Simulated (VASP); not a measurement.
# ZnS (R3m) in VASP: notebook, part 3 of 3

VASP 6.6.1. The steps go on from the part before.

## (6) Electric field gradients, PBE (equal xy, yz and zx shear strains of -2 %)

The input, INCAR:

```
SYSTEM = ZnS
PREC     = Accurate       ! precision mode
ENCUT    = 520            ! plane-wave cutoff, eV
EDIFF    = 1E-8           ! SCF threshold, eV
ISMEAR   = -1             ! smearing method
SIGMA    = 0.01           ! smearing width, eV
LREAL    = .FALSE.        ! projectors in reciprocal space
LASPH    = .TRUE.         ! aspherical terms in the spheres
NELM     = 100            ! most SCF steps
ALGO     = Normal         ! electronic algorithm
ISIF     = 2              ! what is computed and relaxed
LWAVE    = .FALSE.        ! write WAVECAR
LCHARG   = .FALSE.        ! write CHGCAR
GGA      = PE             ! functional
LEFG     = .TRUE.       
NBANDS   = 16             ! bands
```

The input, KPOINTS:

```
Automatic mesh
0
G
  8 8 8
  0 0 0
```

The input, POSCAR:

```
ZnS
1.0
   -0.0540930000      2.6776035000      2.6776035000
    2.6776035000     -0.0540930000      2.6776035000
    2.6776035000      2.6776035000     -0.0540930000
Zn S
1 1
Direct
    0.0000000000      0.0000000000      0.0000000000
    0.7500000000      0.7500000000      0.7500000000
```

Potentials or basis: VASP PAW PBE potentials, release 64 (Zn, S).

On the command line:

```
> cat potpaw_PBE.64/Zn/POTCAR potpaw_PBE.64/S/POTCAR > POTCAR
> mpirun -np 1 vasp_std > vasp.out
```

OUTCAR:

```text
SYSTEM = ZnS
   PREC = Accurate
   ENCUT = 520
   EDIFF = 1E-8
   ISMEAR = -1
   LREAL = .FALSE.
   LASPH = .TRUE.
   NELM = 100
   ISIF = 2
   GGA = PE

 ion  position               nearest neighbor table
   1  0.000  0.000  0.000-   2 2.30   2 2.36   2 2.36   2 2.36
   2  0.750  0.750  0.750-   1 2.30   1 2.36   1 2.36   1 2.36

  LATTYP: Found a trigonal (rhomboedric) cell.
 ALAT       =     3.7870895235
 COS(alpha) =     0.4797000918

  Lattice vectors:

 A1 = (  -0.0540930000,   2.6776035000,   2.6776035000)
 A2 = (   2.6776035000,  -0.0540930000,   2.6776035000)
 A3 = (   2.6776035000,   2.6776035000,  -0.0540930000)

Analysis of symmetry for initial positions (statically):
=====================================================================
 Subroutine PRICEL returns:
 Original cell was already a primitive cell.

 Routine SETGRP: Setting up the symmetry group for a
 trigonal (rhombohedral) supercell.

 Subroutine GETGRP returns: Found  6 space group operations
 (whereof  6 operations were pure point group operations)
 out of a pool of 12 trial point group operations.

The static configuration has the point symmetry C_3v.

Analysis of symmetry for dynamics (positions and initial velocities):
=====================================================================
 Subroutine PRICEL returns:
 Original cell was already a primitive cell.

 Routine SETGRP: Setting up the symmetry group for a
 trigonal (rhombohedral) supercell.

 Subroutine GETGRP returns: Found  6 space group operations
 (whereof  6 operations were pure point group operations)
 out of a pool of 12 trial point group operations.

The dynamic configuration has the point symmetry C_3v.

 Subroutine INISYM returns: Found  6 space group operations
 (whereof  6 operations are pure point group operations),
 and found     1 'primitive' translations

----------------------------------------------------------------------------------------

                                     Primitive cell

  volume of cell :      39.5578

  direct lattice vectors                    reciprocal lattice vectors
    -0.054093000  2.677603500  2.677603500    -0.181168720  0.184904158  0.184904158
     2.677603500 -0.054093000  2.677603500     0.184904158 -0.181168720  0.184904158
     2.677603500  2.677603500 -0.054093000     0.184904158  0.184904158 -0.181168720

  length of vectors
     3.787089524  3.787089524  3.787089524     0.318121361  0.318121361  0.318121361

  position of ions in fractional coordinates (direct lattice)
     0.000000000  0.000000000  0.000000000
     0.750000000  0.750000000  0.750000000

  ion indices of the primitive-cell ions
   primitive index   ion index
                 1           1
                 2           2

----------------------------------------------------------------------------------------

 KPOINTS: Automatic mesh

Automatic generation of k-mesh.
 Grid dimensions read from file:
 generate k-points for:    8    8    8

 Generating k-lattice:

[... 63 lines left out ...]
   EDIFFG = 0.1E-06   stopping-criterion for IOM
   NSW    =      0    number of steps for IOM
   IBRION =     -1    ionic relax: 0-MD 1-quasi-New 2-CG
   NFREE  =      0    steps in history (QN), initial steepest desc. (CG)
   ISIF   =      2    stress and relaxation
   ISYM   =      2    0-nonsym 1-usesym 2-fastsym
   POTIM  = 0.5000    time-step for ionic-motion
   TEBEG  =    0.0;   TEEND  =   0.0 temperature during run
   PSTRESS=    0.0 pullay stress
   NELECT =      18.0000    total number of electrons
   NUPDOWN=      -1.0000    fix difference up-down
   EMIN   =  10.00;   EMAX   =-10.00  energy-range for DOS
   EFERMI =   0.00;   METHOD = LEGACY
   ISMEAR =    -1;   SIGMA  =   0.01  broadening in eV -4-tet -1-fermi 0-gaus
   EFERMI_NEDOS =   21; number of points for ismear=-14 and -15
   IALGO  =     38    algorithm
   IMIX   =      4    mixing-type and parameters
     AMIX     =   0.40;   BMIX     =  1.00
     AMIX_MAG =   1.60;   BMIX_MAG =  1.00
  volume/ion in A,a.u.               =      19.78       133.47
  Fermi-wavevector in a.u.,A,eV,Ry     =   1.259181  2.379508 21.572553  1.585538
  Thomas-Fermi vector in A             =   2.392754
   LORBIT       =      0    0 simple, 1 ext, 2 COOP (PROOUT), +10 PAW based schemes
   GGA     = PE    functional components
   LHFCALC =     F    Hartree Fock is set to
   AEXX    =    0.0000 exact exchange contribution
   IVDW    =     0    specifies the selected vdW correction
   LEPSILON=     F    determine dielectric tensor
   LRPA    =     F    only Hartree local field effects (RPA)
 non-spin polarized calculation
  energy-cutoff  :      520.00
  volume of cell :       39.56
 maximum number of plane-waves:      1080
   NGX = 15   NGY = 15   NGZ = 15

 number of electron      17.9999991 magnetization

 Free energy of the ion-electron system (eV)
  ---------------------------------------------------
  ext. energy  EPLUGINS =         0.00000000
  ---------------------------------------------------
  free energy    TOTEN  =        -6.83756262 eV

  energy without entropy =       -6.83756262  energy(sigma->0) =       -6.83756262

 E-fermi :   2.3757     XC(G=0):  -9.6172

 val. band max:        2.1450507709   @ k =   0.0000   0.0000   0.0000
 cond. band min:       4.1747172785   @ k =   0.0000   0.0000   0.0000
 fundamental gap:      2.0296665077
 Fermi energy:         2.3757180343

 k-point     1 :       0.0000    0.0000    0.0000
  band No.  band energies     occupation
      1     -11.0421      2.00000
      2      -4.2647      2.00000
      3      -4.2412      2.00000
      4      -4.2412      2.00000
      5      -3.7533      2.00000
      6      -3.7533      2.00000
[... 433 lines left out ...]
      3      -4.1465      2.00000
      4      -4.1101      2.00000
      5      -3.7716      2.00000
      6      -3.7207      2.00000
[... 8 lines left out ...]
     15      14.6031      0.00000
     16      15.5637      0.00000

 [... further k-points ...]
[... 5 lines left out ...]
  --------------------------------------------------------------------------------------
  -------------------------------------------------------------------------------------
  Total        0.4145348      0.4145348      0.4145348      0.3571398      0.3571398      0.3571398
  in kB       16.7895679     16.7895679     16.7895679     14.4649449     14.4649449     14.4649449
  external PRESSURE =      16.7895679 kB  Pullay stress =       0.0000000 kB

 VOLUME and BASIS-vectors are now :
 -----------------------------------------------------------------------------
  energy-cutoff  :      520.00
  volume of cell :       39.56
      direct lattice vectors                 reciprocal lattice vectors
    -0.054093000  2.677603500  2.677603500    -0.181168720  0.184904158  0.184904158
     2.677603500 -0.054093000  2.677603500     0.184904158 -0.181168720  0.184904158
     2.677603500  2.677603500 -0.054093000     0.184904158  0.184904158 -0.181168720

 POSITION                                       TOTAL-FORCE (eV/Angst)
 -----------------------------------------------------------------------------------
      0.00000      0.00000      0.00000         0.128876      0.128876      0.128876
      3.97584      3.97584      3.97584        -0.128876     -0.128876     -0.128876
 -----------------------------------------------------------------------------------
    total drift:                                0.000084      0.000084      0.000084

  FREE ENERGIE OF THE ION-ELECTRON SYSTEM (eV)
  ---------------------------------------------------
  free  energy   TOTEN  =        -6.8375626202 eV

  energy  without entropy=       -6.8375626202  energy(sigma->0) =       -6.83756262

 Electric field gradients (V/A^2)
---------------------------------------------------------------------
 ion       V_xx      V_yy      V_zz      V_xy      V_xz      V_yz
---------------------------------------------------------------------
   1      -0.000     0.000     0.000    -6.395    -6.395    -6.395
   2       0.000     0.000     0.000    -3.072    -3.072    -3.072
---------------------------------------------------------------------

 Electric field gradients after diagonalization (V/A^2)
 (convention: |V_zz| > |V_xx| > |V_yy|)
----------------------------------------------------------------------
 ion       V_xx      V_yy      V_zz     asymmetry (V_yy - V_xx)/ V_zz
----------------------------------------------------------------------
   1       6.395     6.395   -12.789       0.000
   2       3.072     3.072    -6.145       0.000
----------------------------------------------------------------------

           NMR quadrupolar parameters

 Cq : quadrupolar parameter    Cq=e*Q*V_zz/h
 eta: asymmetry parameters     (V_yy - V_xx)/ V_zz
 Q  : nuclear electric quadrupole moment in mb (millibarn)
----------------------------------------------------------------------
 ion       Cq(MHz)       eta       Q (mb)
----------------------------------------------------------------------
   1      -0.031       0.000       1.000
   2      -0.015       0.000       1.000
----------------------------------------------------------------------
```

It took 61 s on 1 thread of Intel Xeon 8259CL, shared host; peak memory 0.18 GiB.

What came out:

```
Free energy                             : -6.8376 eV
Pressure                                : 1.7 GPa
Largest force                           : 0.223 eV/Å
Band gap on the k mesh                  : 2.03 eV
Largest electric field gradient by atom : Zn -12.8; S -6.1 V/Å²
```

Forces on the atoms (eV/Å):
```
Zn   0.129  0.129  0.129
S   -0.129 -0.129 -0.129
```

Levels at points of the mesh, in eV from the valence-band top:
| k point | band 7 | band 8 | band 9 | band 10 | band 11 | band 12 |
| --- | --- | --- | --- | --- | --- | --- |
| (0.00, 0.00, 0.00) | -0.10 | -0.10 | 0.00 | 2.03 | 6.20 | 6.20 |
| (0.50, 0.00, 0.00) | -5.32 | -0.89 | -0.87 | 3.30 | 6.77 | 7.06 |
| (0.50, 0.50, 0.00) | -4.61 | -2.37 | -2.17 | 3.33 | 4.04 | 10.83 |
| (0.50, 0.50, 0.50) | -5.35 | -1.04 | -1.04 | 3.06 | 6.73 | 6.73 |

Electric field gradients, principal values (V/Å²):
| atom | least | middle | greatest (by size) |
| --- | --- | --- | --- |
| 1 Zn | 6.395 | 6.395 | -12.789 |
| 2 S | 3.072 | 3.072 | -6.145 |

Caveat: the cell differs from its parent crystal (equal xy, yz and zx shear strains of -2 %); without QUAD_EFG the Cq values of the log hold for a quadrupole moment of 1 mb, not for the nuclei.

## (7) Overview

| cell | gap on the mesh (eV) | pressure (GPa) | largest force (eV/Å) |
| --- | --- | --- | --- |
| a = 3.768 Å, angles 62.0°, 2 atoms | 1.99 | 1.8 | 0.36 |
| a = 3.806 Å, angles 60.7°, 2 atoms | 2.07 | 1.6 | 0.10 |
| a = 3.787 Å, angles 61.3°, 2 atoms | 2.03 | 1.7 | 0.22 |

Alike in all rows: task electric field gradients; level PBE; potentials or basis VASP PAW PBE potentials, release 64 (Zn, S); no spin polarisation; k mesh 8 × 8 × 8; cutoff (eV) 520; smearing fermi-dirac 0.01 eV.

Absolute energies hang on the potentials; compare differences alone.
